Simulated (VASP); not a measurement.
# CO (P2_1) in VASP: a series of runs, part 2 of 2

VASP 6.6.1. Earlier steps stand in the parts before.

## Step 3: Single point, PBEsol (the part above a cut slid along it)

File INCAR:

```
PREC = Accurate
ENCUT = 520
EDIFF = 1E-7
ISMEAR = 0
SIGMA = 0.05
LREAL = Auto
LASPH = True
NELM = 100
ALGO = Normal
ISIF = 2
LWAVE = False
LCHARG = False
GGA = PS
NBANDS = 54
```

File KPOINTS:

```
regular mesh
0
Gamma
  4 4 2
```

File POSCAR:

```
CO
1.0
    0.0000000000     -5.9526445718      0.0000000000
    0.0000000000      0.0000000000     -5.9526445718
   11.9052891436     -2.3810578287      0.0000000000
C O
8 8
Direct
   -0.0075784185      0.0353513179      0.1073243410
   -0.2075784185      0.0353513179      0.6073243410
    0.6075784185      0.5353513179      0.8926756590
    0.8075784185      0.5353513179      0.3926756590
    0.1217189457      0.9646486821      0.8573243410
    0.3217189457      0.9646486821      0.3573243410
    0.2782810543      0.4646486821      0.6426756590
    0.4782810543      0.4646486821      0.1426756590
    0.6605858711      0.9254882259      0.6622558870
    0.8605858711      0.9254882259      0.1622558870
   -0.2605858711      0.4254882259      0.8377441130
   -0.0605858711      0.4254882259      0.3377441130
    0.2096094193      0.0745117741      0.9122558870
    0.4096094193      0.0745117741      0.4122558870
    0.3903905807      0.5745117741      0.0877441130
    0.1903905807      0.5745117741      0.5877441130
```

Potentials or basis: VASP PAW PBE potentials, release 64 (C, O).

Run with:

```bash
> cat potpaw_PBE.64/C/POTCAR potpaw_PBE.64/O/POTCAR > POTCAR
> mpirun -np 1 vasp_std > vasp.out
```

OUTCAR:

```text
PREC = Accurate
   ENCUT = 520
   EDIFF = 1E-7
   ISMEAR = 0
   LREAL = Auto
   LASPH = True
   NELM = 100
   ISIF = 2
   GGA = PS

 ion  position               nearest neighbor table
   1  0.992  0.035  0.107-  10 1.13
   2  0.792  0.035  0.607-   9 1.13
   3  0.608  0.535  0.893-  11 1.13
   4  0.808  0.535  0.393-  12 1.13
   5  0.122  0.965  0.857-  13 1.13
   6  0.322  0.965  0.357-  14 1.13
[... 8 lines left out ...]
  15  0.390  0.575  0.088-   8 1.13
  16  0.190  0.575  0.588-   7 1.13

  LATTYP: Found a simple monoclinic cell.
 ALAT       =     5.9526445718
 B/A-ratio  =     1.0000000000
 C/A-ratio  =     2.0396078054
 COS(beta)  =    -0.1961161351

  Lattice vectors:

 A1 = (   0.0000000000,  -5.9526445718,   0.0000000000)
 A2 = (   0.0000000000,   0.0000000000,   5.9526445718)
 A3 = ( -11.9052891436,   2.3810578287,   0.0000000000)

Analysis of symmetry for initial positions (statically):
=====================================================================
 Subroutine PRICEL returns:
[... 200 lines left out ...]
 Fermi energy:        -5.0377716547

 k-point     1 :       0.0000    0.0000    0.0000
  band No.  band energies     occupation
      1     -26.3568      2.00000
      2     -26.3400      2.00000
      3     -26.3182      2.00000
      4     -26.3071      2.00000
      5     -26.2949      2.00000
      6     -26.2946      2.00000
[... 979 lines left out ...]
     51       1.2470      0.00000
     52       1.2847      0.00000
 [bands above 52 left out]

------------------------ aborting loop because EDIFF is reached ----------------------------------------

  FORCE on cell =-STRESS in cart. coord.  units (eV):
  Direction    XX          YY          ZZ          XY          YZ          ZX
  --------------------------------------------------------------------------------------
  -------------------------------------------------------------------------------------
  Total        7.1150827      3.3299334      3.0968190      1.2803788      0.0000000      0.0000000
  in kB       27.0228209     12.6469638     11.7616040      4.8628315      0.0000000      0.0000000
  external PRESSURE =      17.1437962 kB  Pullay stress =       0.0000000 kB

 VOLUME and BASIS-vectors are now :
 -----------------------------------------------------------------------------
  energy-cutoff  :      520.00
  volume of cell :      421.85
      direct lattice vectors                 reciprocal lattice vectors
     0.000000000 -5.952644572  0.000000000    -0.033598512 -0.167992560  0.000000000
     0.000000000  0.000000000 -5.952644572     0.000000000  0.000000000 -0.167992560
    11.905289144 -2.381057829  0.000000000     0.083996280  0.000000000  0.000000000

 POSITION                                       TOTAL-FORCE (eV/Angst)
 -----------------------------------------------------------------------------------
      1.27773     -6.16308     -0.21043         0.265821     -0.514505     -0.808345
      7.23037     -6.16308     -0.21043        -0.601797     -0.597149     -0.598858
     10.62756     -5.74221     -3.18676        -0.265821      0.514505     -0.808345
      4.67492     -5.74221     -3.18676         0.601797      0.597149     -0.598858
     10.20669     -2.76589     -5.74221        -0.741951      0.551179      0.606371
      4.25405     -2.76589     -5.74221        -0.594607      0.598274      0.602962
[... 8 lines left out ...]
      1.04462     -2.53278     -3.41986         0.125092      0.784036     -0.591703
      6.99726     -2.53278     -3.41986        -0.597240      0.596498     -0.601537
 -----------------------------------------------------------------------------------
    total drift:                                0.000029      0.000019      0.013595

  FREE ENERGIE OF THE ION-ELECTRON SYSTEM (eV)
  ---------------------------------------------------
  free  energy   TOTEN  =      -120.9461437275 eV

  energy  without entropy=     -120.9461437275  energy(sigma->0) =     -120.94614373
```

OSZICAR:

```text
N       E                     dE             d eps       ncg     rms          rms(c)
DAV:   1     0.585760290878E+03    0.58576E+03   -0.35783E+04  1984   0.123E+03
DAV:   2    -0.538398226411E+02   -0.63960E+03   -0.61722E+03  2586   0.289E+02
DAV:   3    -0.125563856667E+03   -0.71724E+02   -0.71131E+02  2248   0.105E+02
DAV:   4    -0.127115990866E+03   -0.15521E+01   -0.15459E+01  2280   0.164E+01
DAV:   5    -0.127164062519E+03   -0.48072E-01   -0.47981E-01  2694   0.249E+00    0.196E+01
DAV:   6    -0.122099699263E+03    0.50644E+01   -0.14056E+01  2086   0.177E+01    0.104E+01
DAV:   7    -0.121145210058E+03    0.95449E+00   -0.13175E+00  2504   0.600E+00    0.514E+00
DAV:   8    -0.120953522208E+03    0.19169E+00   -0.11056E+00  2448   0.423E+00    0.116E+00
DAV:   9    -0.120945676817E+03    0.78454E-02   -0.10148E-01  2572   0.139E+00    0.412E-01
DAV:  10    -0.120945117335E+03    0.55948E-03   -0.78796E-03  2448   0.453E-01    0.121E-01
DAV:  11    -0.120946047576E+03   -0.93024E-03   -0.20257E-03  2382   0.199E-01    0.581E-02
DAV:  12    -0.120946143253E+03   -0.95676E-04   -0.32421E-04  2448   0.750E-02    0.136E-02
DAV:  13    -0.120946156234E+03   -0.12982E-04   -0.40854E-05  2508   0.349E-02    0.930E-03
DAV:  14    -0.120946148619E+03    0.76149E-05   -0.78681E-06  2472   0.204E-02    0.320E-03
DAV:  15    -0.120946144634E+03    0.39853E-05   -0.36833E-06  2720   0.160E-02    0.379E-03
DAV:  16    -0.120946143397E+03    0.12368E-05   -0.31972E-06  2656   0.155E-02    0.183E-03
DAV:  17    -0.120946143711E+03   -0.31367E-06   -0.18804E-06  2420   0.698E-03    0.128E-03
DAV:  18    -0.120946143728E+03   -0.16504E-07   -0.13782E-07  1792   0.170E-03
   1 F= -.12094614E+03 E0= -.12094614E+03  d E =-.376477E-17
```

stdout:

```text
POSCAR found type information on POSCAR C O
 POSCAR found :  2 types and      16 ions
 scaLAPACK will be used
 -----------------------------------------------------------------------------
|                                                                             |
|                                                                             |
|     You enforced a specific xc type in the INCAR file but a different       |
|     I HOPE YOU KNOW WHAT YOU ARE DOING!                                     |
|                                                                             |
 -----------------------------------------------------------------------------

 LDA part: xc-table for (Slater+PW92), standard interpolation
 POSCAR, INCAR and KPOINTS ok, starting setup
 FFT: planning ... GRIDC
 FFT: planning ... GRID_SOFT
 FFT: planning ... GRID
 WAVECAR not read
 entering main loop
```

Run time: 15 min. Hardware: 1 thread of Intel Xeon 8259CL, shared host; peak memory 0.62 GiB.

What came out:

* Free energy: -120.9461 eV
* Pressure: 1.7 GPa
* Largest force: 1.236 eV/Å
* Band gap on the k mesh: 5.69 eV (least direct gap 5.73 eV)

Forces in eV/Å, atoms in the order of the input:
```
C    0.266 -0.515 -0.808
C   -0.602 -0.597 -0.599
C   -0.266  0.515 -0.808
C    0.602  0.597 -0.599
C   -0.742  0.551  0.606
C   -0.595  0.598  0.603
C    0.595 -0.598  0.603
C    0.742 -0.551  0.606
O    0.599  0.601  0.596
O    0.600  0.732  0.795
O   -0.600 -0.732  0.795
O   -0.599 -0.601  0.596
O   -0.125 -0.784 -0.592
O    0.597 -0.596 -0.602
O    0.125  0.784 -0.592
O   -0.597  0.596 -0.602
```

Stress tensor (GPa, compression positive):
```
2.70 0.49 0.00
0.49 1.26 0.00
0.00 0.00 1.18
```

Levels at points of the mesh, in eV from the valence-band top:
```csv
k point,band 36,band 37,band 38,band 39,band 40,band 41,band 42,band 43,band 44,band 45
"(0.00, 0.00, 0.00)",-0.55,-0.44,-0.44,-0.24,0.00,5.75,5.77,5.87,5.95,6.17
"(0.50, 0.00, 0.00)",-0.62,-0.53,-0.52,-0.16,-0.11,5.71,5.83,5.92,5.98,6.15
"(0.00, 0.50, 0.00)",-0.69,-0.53,-0.53,-0.12,-0.12,5.80,5.80,5.91,5.91,6.22
"(0.50, 0.50, 0.00)",-0.67,-0.61,-0.61,-0.15,-0.15,5.95,5.95,6.08,6.08,6.17
"(0.00, 0.00, 0.50)",-0.55,-0.44,-0.44,-0.25,0.00,5.75,5.78,5.92,5.95,6.04
"(0.50, 0.00, 0.50)",-0.65,-0.50,-0.50,-0.17,-0.12,5.75,5.83,5.84,6.04,6.10
"(0.00, 0.50, 0.50)",-0.76,-0.49,-0.49,-0.13,-0.13,5.81,5.81,5.90,5.90,6.21
"(0.50, 0.50, 0.50)",-0.67,-0.61,-0.61,-0.15,-0.15,5.96,5.96,6.08,6.08,6.19
```

Caveat: the cell differs from its parent crystal (the part above a cut slid along it); this functional lacks dispersion, which holds the molecules together, so the pressure and a relaxed volume are unreliable; the PAW data sets were made with another functional, which shifts forces and pressure a little.

## Step 4: Single point, PBEsol (the part above a cut slid along it)

File INCAR:

```
SYSTEM = CO
PREC     = Accurate       ! precision mode
ENCUT    = 520            ! plane-wave cutoff, eV
EDIFF    = 1E-7           ! SCF threshold, eV
ISMEAR   = 0              ! smearing method
SIGMA    = 0.05           ! smearing width, eV
LREAL    = Auto         
LASPH    = .True.         ! aspherical terms in the spheres
NELM     = 100            ! most SCF steps
ALGO     = Normal         ! electronic algorithm
ISIF     = 2              ! what is computed and relaxed
LWAVE    = .False.        ! write WAVECAR
LCHARG   = .False.        ! write CHGCAR
GGA      = PS             ! functional
NBANDS   = 54             ! bands
```

File KPOINTS:

```
Automatic mesh
0
Gamma
  4 4 2
  0 0 0
```

File POSCAR:

```
CO
1.0
    0.0000000000     -5.9526445718      0.0000000000
    0.0000000000      0.0000000000     -5.9526445718
   11.9052891436     -3.5715867431      0.0000000000
C O
8 8
Direct
   -0.0290432867      0.0353513179      0.1073243410
   -0.3290432867      0.0353513179      0.6073243410
    0.4290432867      0.5353513179      0.8926756590
    0.7290432867      0.5353513179      0.3926756590
   -0.0497459225      0.9646486821      0.8573243410
    0.2502540775      0.9646486821      0.3573243410
    0.1497459225      0.4646486821      0.6426756590
    0.4497459225      0.4646486821      0.1426756590
    0.5281346937      0.9254882259      0.6622558870
    0.8281346937      0.9254882259      0.1622558870
   -0.4281346937      0.4254882259      0.8377441130
   -0.1281346937      0.4254882259      0.3377441130
    0.0271582419      0.0745117741      0.9122558870
    0.3271582419      0.0745117741      0.4122558870
    0.3728417581      0.5745117741      0.0877441130
    0.0728417581      0.5745117741      0.5877441130
```

Run with:

```bash
> cat potpaw_PBE.64/C/POTCAR potpaw_PBE.64/O/POTCAR > POTCAR
> mpirun -np 1 vasp_std > vasp.out
```

It took 17 min on 1 thread of Intel Xeon 8259CL, shared host; peak memory 0.61 GiB.

Results (log left out):

| Property | Result |
| --- | --- |
| Free energy | -120.9126 eV |
| Pressure | 1.8 GPa |
| Largest force | 1.356 eV/Å |
| Band gap on the k mesh | 5.56 eV |

Forces on the atoms (eV/Å):
```
C    0.307 -1.074 -0.769
C   -0.602 -0.601 -0.602
C   -0.307  1.074 -0.769
C    0.602  0.601 -0.602
C   -0.757  0.717  0.738
C   -0.602  0.598  0.608
C    0.602 -0.598  0.608
C    0.757 -0.717  0.738
O    0.596  0.600  0.595
O    0.619  0.850  0.804
O   -0.619 -0.850  0.804
O   -0.596 -0.600  0.595
O   -0.183 -0.506 -0.773
O    0.599 -0.598 -0.601
O    0.183  0.506 -0.773
O   -0.599  0.598 -0.601
```

Stress tensor (GPa, compression positive):
```
 2.83 -0.32  0.00
-0.32  1.32  0.00
 0.00  0.00  1.25
```

Levels at points of the mesh, in eV from the valence-band top:
| k point | band 36 | band 37 | band 38 | band 39 | band 40 | band 41 | band 42 | band 43 | band 44 | band 45 |
| --- | --- | --- | --- | --- | --- | --- | --- | --- | --- | --- |
| (0.00, 0.00, 0.00) | -0.64 | -0.49 | -0.49 | -0.20 | 0.00 | 5.56 | 5.58 | 5.77 | 5.96 | 6.03 |
| (0.50, 0.00, 0.00) | -0.70 | -0.59 | -0.57 | -0.16 | -0.10 | 5.65 | 5.69 | 5.78 | 5.86 | 5.90 |
| (0.00, 0.50, 0.00) | -0.77 | -0.58 | -0.58 | -0.11 | -0.11 | 5.66 | 5.66 | 5.79 | 5.79 | 6.04 |
| (0.50, 0.50, 0.00) | -0.72 | -0.67 | -0.67 | -0.14 | -0.14 | 5.76 | 5.76 | 5.95 | 5.95 | 6.04 |
| (0.00, 0.00, 0.50) | -0.62 | -0.50 | -0.49 | -0.22 | 0.00 | 5.61 | 5.62 | 5.74 | 5.80 | 6.00 |
| (0.50, 0.00, 0.50) | -0.72 | -0.57 | -0.56 | -0.16 | -0.10 | 5.62 | 5.68 | 5.82 | 5.88 | 5.95 |
| (0.00, 0.50, 0.50) | -0.81 | -0.55 | -0.55 | -0.11 | -0.11 | 5.62 | 5.62 | 5.85 | 5.85 | 6.05 |
| (0.50, 0.50, 0.50) | -0.73 | -0.66 | -0.66 | -0.14 | -0.14 | 5.73 | 5.73 | 6.01 | 6.01 | 6.07 |

Caveat: the cell differs from its parent crystal (the part above a cut slid along it); this functional lacks dispersion, which holds the molecules together, so the pressure and a relaxed volume are unreliable; the PAW data sets were made with another functional, which shifts forces and pressure a little. A k mesh can miss the band edges.

## Step 5: The runs side by side

| cell | gap on the mesh (eV) | pressure (GPa) | largest force (eV/Å) |
| --- | --- | --- | --- |
| a = 5.953, b = 5.953, c = 11.965 Å, angles 90.0, 84.3, 90.0°, 16 atoms | 6.01 | 1.2 | 1.07 |
| a = 5.953, b = 5.953, c = 12.141 Å, angles 90.0, 78.7, 90.0°, 16 atoms | 5.69 | 1.7 | 1.24 |
| a = 5.953, b = 5.953, c = 12.429 Å, angles 90.0, 73.3, 90.0°, 16 atoms | 5.56 | 1.8 | 1.36 |

Alike in all rows: task single point; level PBEsol; potentials or basis VASP PAW PBE potentials, release 64 (C, O); no spin polarisation; k mesh 4 × 4 × 2; cutoff (eV) 520; smearing gaussian 0.05 eV.

Caveats: this functional lacks dispersion, which holds the molecules together, so the pressure and a relaxed volume are unreliable; the PAW data sets were made with another functional, which shifts forces and pressure a little.

Total energies depend on the potentials used, so only differences within one code and one set of settings carry meaning.
